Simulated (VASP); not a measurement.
# S (Im-3m) in VASP: further runs

S is run at these levels: PBEsol; tasks: single point.

Everything below comes from runs of VASP 6.6.1. Logs are shortened: lines on timing, memory, paths and dates and some standing lists are left out, and cuts for length are marked.

## Step 1: The cell of the first run

It takes space group Im-3m (No. 229, cubic). Conventional cell: a = 2.462 Å, b = 2.462 Å, c = 2.462 Å, α = 90.00°, β = 90.00°, γ = 90.00°. S (site symmetry m-3m) has 14 S at 2.13 to 2.46 Å within 2.8 Å.

This isn't the form of S at room conditions, which is orthorhombic, of S8 rings.

## Step 2: Single point, PBEsol

Input file INCAR:

```
ALGO = Normal
EDIFF = 1E-6
ENCUT = 500
GGA = PS
GGA_COMPAT = False
ISIF = 2
ISMEAR = -1
LASPH = True
LCHARG = False
LREAL = False
LWAVE = False
NBANDS = 9
NELM = 120
PREC = Accurate
SIGMA = 0.08
```

Input file KPOINTS:

```
k-points
0
Gamma
  21 21 21
```

Input file POSCAR:

```
S
1.0
   -1.2310931157      1.2310931157      1.2310931157
    1.2310931157     -1.2310931157      1.2310931157
    1.2310931157      1.2310931157     -1.2310931157
S
1
Direct
    0.0000000000      0.0000000000      0.0000000000
```

Potentials or basis: VASP PAW PBE potentials, release 64 (S).

Started as:

```console
cat potpaw_PBE.64/S/POTCAR > POTCAR
mpirun -np 1 vasp_std > vasp.out
```

OUTCAR:

```text
EDIFF = 1E-6
   ENCUT = 500
   GGA = PS
   ISIF = 2
   ISMEAR = -1
   LASPH = True
   LREAL = False
   NELM = 120
   PREC = Accurate

 ion  position               nearest neighbor table
   1  0.000  0.000  0.000-

  LATTYP: Found a body centered cubic cell.
 ALAT       =     2.4621862314

  Lattice vectors:

 A1 = (  -1.2310931157,   1.2310931157,   1.2310931157)
 A2 = (   1.2310931157,  -1.2310931157,   1.2310931157)
 A3 = (   1.2310931157,   1.2310931157,  -1.2310931157)

Analysis of symmetry for initial positions (statically):
=====================================================================
 Subroutine PRICEL returns:
 Original cell was already a primitive cell.

 Routine SETGRP: Setting up the symmetry group for a
 body centered cubic supercell.

 Subroutine GETGRP returns: Found 48 space group operations
 (whereof 48 operations were pure point group operations)
 out of a pool of 48 trial point group operations.

The static configuration has the point symmetry O_h .

Analysis of symmetry for dynamics (positions and initial velocities):
=====================================================================
 Subroutine PRICEL returns:
 Original cell was already a primitive cell.

 Routine SETGRP: Setting up the symmetry group for a
 body centered cubic supercell.

 Subroutine GETGRP returns: Found 48 space group operations
 (whereof 48 operations were pure point group operations)
 out of a pool of 48 trial point group operations.

The dynamic configuration has the point symmetry O_h .

 Subroutine INISYM returns: Found 48 space group operations
 (whereof 48 operations are pure point group operations),
 and found     1 'primitive' translations

----------------------------------------------------------------------------------------

                                     Primitive cell

  volume of cell :       7.4633

  direct lattice vectors                    reciprocal lattice vectors
    -1.231093116  1.231093116  1.231093116     0.000000000  0.406143121  0.406143121
     1.231093116 -1.231093116  1.231093116     0.406143121  0.000000000  0.406143121
     1.231093116  1.231093116 -1.231093116     0.406143121  0.406143121  0.000000000

  length of vectors
     2.132315825  2.132315825  2.132315825     0.574373110  0.574373110  0.574373110

  position of ions in fractional coordinates (direct lattice)
     0.000000000  0.000000000  0.000000000

  ion indices of the primitive-cell ions
   primitive index   ion index
                 1           1

----------------------------------------------------------------------------------------

 KPOINTS: k-points

Automatic generation of k-mesh.
 Grid dimensions read from file:
 generate k-points for:   21   21   21

 Generating k-lattice:

  Cartesian coordinates                     Fractional coordinates (reciprocal lattice)
     0.000000000  0.019340149  0.019340149     0.047619048  0.000000000  0.000000000
     0.019340149  0.000000000  0.019340149     0.000000000  0.047619048  0.000000000
     0.019340149  0.019340149  0.000000000     0.000000000  0.000000000  0.047619048

  Length of vectors
     0.027351100  0.027351100  0.027351100

  Shift w.r.t. Gamma in fractional coordinates (k-lattice)
     0.000000000  0.000000000  0.000000000

 Subroutine IBZKPT returns following result:
 ===========================================

 Found    286 irreducible k-points:

 Following reciprocal coordinates:
            Coordinates               Weight
  0.000000  0.000000  0.000000      1.000000
  0.047619  0.000000  0.000000     12.000000
  0.095238  0.000000  0.000000     12.000000
  0.142857  0.000000  0.000000     12.000000
  0.190476  0.000000  0.000000     12.000000
  0.238095  0.000000  0.000000     12.000000
[... 16 lines left out ...]
  0.142857  0.095238  0.000000     48.000000
  0.190476  0.095238  0.000000     48.000000
 [... further k-points ...]
   k-points           NKPTS =    286   k-points in BZ     NKDIM =    286   number of bands    NBANDS=      9
   number of dos      NEDOS =    301   number of ions     NIONS =      1
   total plane-waves  NPLWV =   4096
   dimension x,y,z NGX =    16 NGY =   16 NGZ =   16
   dimension x,y,z NGXF=    32 NGYF=   32 NGZF=   32
   ions per type =               1
   NGX,Y,Z   is equivalent  to a cutoff of  12.47, 12.47, 12.47 a.u.
   NGXF,Y,Z  is equivalent  to a cutoff of  24.95, 24.95, 24.95 a.u.
 SYSTEM =  unknown system
   PREC   = accura    normal or accurate (medium, high low for compatibility)
   ISTART =      0    job   : 0-new  1-cont  2-samecut
   ICHARG =      2    charge: 1-file 2-atom 10-const
   ISPIN  =      1    spin polarized calculation?
   LNONCOLLINEAR =      F non collinear calculations
   LSORBIT =      F    spin-orbit coupling
   LASPH  =      T    aspherical Exc in radial PAW
   ENCUT  =  500.0 eV  36.75 Ry    6.06 a.u.   3.89  3.89  3.89*2*pi/ulx,y,z
   NELM   =    120;   NELMIN=  2; NELMDL= -5     # of ELM steps
   EDIFF  = 0.1E-05   stopping-criterion for ELM
   LREAL  =      F    real-space projection
   EDIFFG = 0.1E-04   stopping-criterion for IOM
   NSW    =      0    number of steps for IOM
   IBRION =     -1    ionic relax: 0-MD 1-quasi-New 2-CG
   NFREE  =      0    steps in history (QN), initial steepest desc. (CG)
   ISIF   =      2    stress and relaxation
   ISYM   =      2    0-nonsym 1-usesym 2-fastsym
   POTIM  = 0.5000    time-step for ionic-motion
   TEBEG  =    0.0;   TEEND  =   0.0 temperature during run
   PSTRESS=    0.0 pullay stress
   NELECT =       6.0000    total number of electrons
   NUPDOWN=      -1.0000    fix difference up-down
   EMIN   =  10.00;   EMAX   =-10.00  energy-range for DOS
   EFERMI =   0.00;   METHOD = LEGACY
   ISMEAR =    -1;   SIGMA  =   0.08  broadening in eV -4-tet -1-fermi 0-gaus
   EFERMI_NEDOS =   21; number of points for ismear=-14 and -15
   IALGO  =     38    algorithm
   IMIX   =      4    mixing-type and parameters
     AMIX     =   0.40;   BMIX     =  1.00
     AMIX_MAG =   1.60;   BMIX_MAG =  1.00
  volume/ion in A,a.u.               =       7.46        50.37
  Fermi-wavevector in a.u.,A,eV,Ry     =   1.522233  2.876602 31.527312  2.317192
  Thomas-Fermi vector in A             =   2.630840
   LORBIT       =      0    0 simple, 1 ext, 2 COOP (PROOUT), +10 PAW based schemes
   GGA     = PS    functional components
   LHFCALC =     F    Hartree Fock is set to
   AEXX    =    0.0000 exact exchange contribution
   IVDW    =     0    specifies the selected vdW correction
   LEPSILON=     F    determine dielectric tensor
   LRPA    =     F    only Hartree local field effects (RPA)
 non-spin polarized calculation
  energy-cutoff  :      500.00
  volume of cell :        7.46
 maximum number of plane-waves:       201
   NGX =  7   NGY =  7   NGZ =  7

 number of electron       6.0000002 magnetization

 Free energy of the ion-electron system (eV)
  ---------------------------------------------------
  ext. energy  EPLUGINS =         0.00000000
  ---------------------------------------------------
  free energy    TOTEN  =        -0.09251932 eV

  energy without entropy =       -0.08579001  energy(sigma->0) =       -0.08915467

 E-fermi :  22.7197     XC(G=0): -15.0192

 val. band max:       22.7084447022   @ k =  -0.4762   0.4762   0.3810
 cond. band min:      22.7851627653   @ k =  -0.4286   0.4762   0.2381
 fundamental gap:      0.0767180632
 Fermi energy:        22.7197429057

 k-point     1 :       0.0000    0.0000    0.0000
  band No.  band energies     occupation
      1      -5.3687      2.00000
      2      32.5174      0.00000
      3      32.5174      0.00000
      4      32.5174      0.00000
      5      35.3331      0.00000
      6      35.3331      0.00000
      7      35.3331      0.00000
      8      41.4927      0.00000
      9      41.4927      0.00000

 k-point     2 :       0.0476    0.0000    0.0000
  band No.  band energies     occupation
      1      -5.2630      2.00000
      2      31.3364      0.00000
      3      31.6382      0.00000
      4      32.3996      0.00000
      5      34.9952      0.00000
      6      35.9671      0.00000
      7      36.4007      0.00000
      8      40.6360      0.00000
      9      41.3630      0.00000

 k-point     3 :       0.0952    0.0000    0.0000
  band No.  band energies     occupation
      1      -4.9465      2.00000
      2      28.9699      0.00000
      3      30.2109      0.00000
      4      32.0586      0.00000
      5      34.1380      0.00000
      6      36.5544      0.00000
      7      38.3917      0.00000
      8      39.6540      0.00000
      9      41.1561      0.00000

 k-point     4 :       0.1429    0.0000    0.0000
  band No.  band energies     occupation
      1      -4.4196      2.00000
      2      26.1682      0.00000
      3      28.8404      0.00000
      4      31.5380      0.00000
      5      33.0415      0.00000
      6      36.1109      0.00000
      7      39.8815      0.00000
      8      40.6970      0.00000
      9      41.1248      0.00000

 k-point     5 :       0.1905    0.0000    0.0000
  band No.  band energies     occupation
      1      -3.6837      2.00000
      2      23.2053      0.00461
      3      27.6169      0.00000
      4      30.9084      0.00000
      5      31.9071      0.00000
      6      35.1815      0.00000
      7      40.8370      0.00000
      8      41.3716      0.00000
      9      43.2181      0.00000

 k-point     6 :       0.2381    0.0000    0.0000
  band No.  band energies     occupation
      1      -2.7406      2.00000
      2      20.2313      2.00000
      3      26.5613      0.00000
      4      30.2482      0.00000
      5      30.8457      0.00000
      6      34.2626      0.00000
      7      41.9023      0.00000
      8      42.0232      0.00000
      9      45.9198      0.00000
[... 169 lines left out ...]
 k-point    21 :       0.4762    0.0476    0.0000
  band No.  band energies     occupation
      1       5.9743      2.00000
      2       6.2459      2.00000
      3      23.1981      0.00505
      4      26.3355      0.00000
      5      29.9307      0.00000
      6      32.5084      0.00000
      7      46.9813      0.00000
      8      47.7540      0.00000
      9      52.3209      0.00000

 k-point    22 :       0.0952    0.0952    0.0000
  band No.  band energies     occupation
      1      -4.1039      2.00000
      2      25.8935      0.00000
      3      26.8171      0.00000
      4      29.8670      0.00000
      5      34.4611      0.00000
      6      36.7319      0.00000
      7      38.7736      0.00000
      8      40.8190      0.00000
      9      42.8137      0.00000

 k-point    23 :       0.1429    0.0952    0.0000
  band No.  band energies     occupation
      1      -3.3689      2.00000
      2      23.3705      0.00059
      3      25.2269      0.00000
      4      28.8677      0.00000
      5      34.1100      0.00000
      6      36.3156      0.00000
      7      39.3616      0.00000
      8      42.1280      0.00000
      9      44.3224      0.00000

 k-point    24 :       0.1905    0.0952    0.0000
  band No.  band energies     occupation
      1      -2.4269      2.00000
      2      20.4792      2.00000
      3      24.0904      0.00000
      4      27.9446      0.00000
      5      33.5201      0.00000
      6      35.8908      0.00000
      7      39.9431      0.00000
      8      43.7240      0.00000
      9      46.2180      0.00000

 [... further k-points ...]

------------------------ aborting loop because EDIFF is reached ----------------------------------------

  FORCE on cell =-STRESS in cart. coord.  units (eV):
  Direction    XX          YY          ZZ          XY          YZ          ZX
  --------------------------------------------------------------------------------------
  -------------------------------------------------------------------------------------
  Total       11.6145756     11.6145756     11.6145756     -0.0000000     -0.0000000     -0.0000000
  in kB     2493.3384114   2493.3384114   2493.3384114     -0.0000000     -0.0000000     -0.0000000
  external PRESSURE =    2493.3384114 kB  Pullay stress =       0.0000000 kB

 VOLUME and BASIS-vectors are now :
 -----------------------------------------------------------------------------
  energy-cutoff  :      500.00
  volume of cell :        7.46
      direct lattice vectors                 reciprocal lattice vectors
    -1.231093116  1.231093116  1.231093116     0.000000000  0.406143121  0.406143121
     1.231093116 -1.231093116  1.231093116     0.406143121  0.000000000  0.406143121
     1.231093116  1.231093116 -1.231093116     0.406143121  0.406143121  0.000000000

 POSITION                                       TOTAL-FORCE (eV/Angst)
 -----------------------------------------------------------------------------------
      0.00000      0.00000      0.00000         0.000000     -0.000000      0.000000
 -----------------------------------------------------------------------------------
    total drift:                               -0.000000     -0.000000      0.000000

  FREE ENERGIE OF THE ION-ELECTRON SYSTEM (eV)
  ---------------------------------------------------
  free  energy   TOTEN  =        -0.0925193241 eV

  energy  without entropy=       -0.0857900086  energy(sigma->0) =       -0.08915467
```

Wall time 3.5 s (1 thread of Intel Xeon 6975P-C (Granite Rapids), shared host); peak memory 0.12 GiB.

Results:

| Quantity | Value |
| --- | --- |
| Free energy | -0.0925 eV |
| Pressure | 249.3 GPa |
| Band gap on the k mesh | zero (bands 3 and 4 overlap by 20.23 eV) |

Caveat: the cell stands under pressure; the PAW data sets were made with another functional, which shifts forces and pressure a little.

(Part 1 of 2 ends here.)
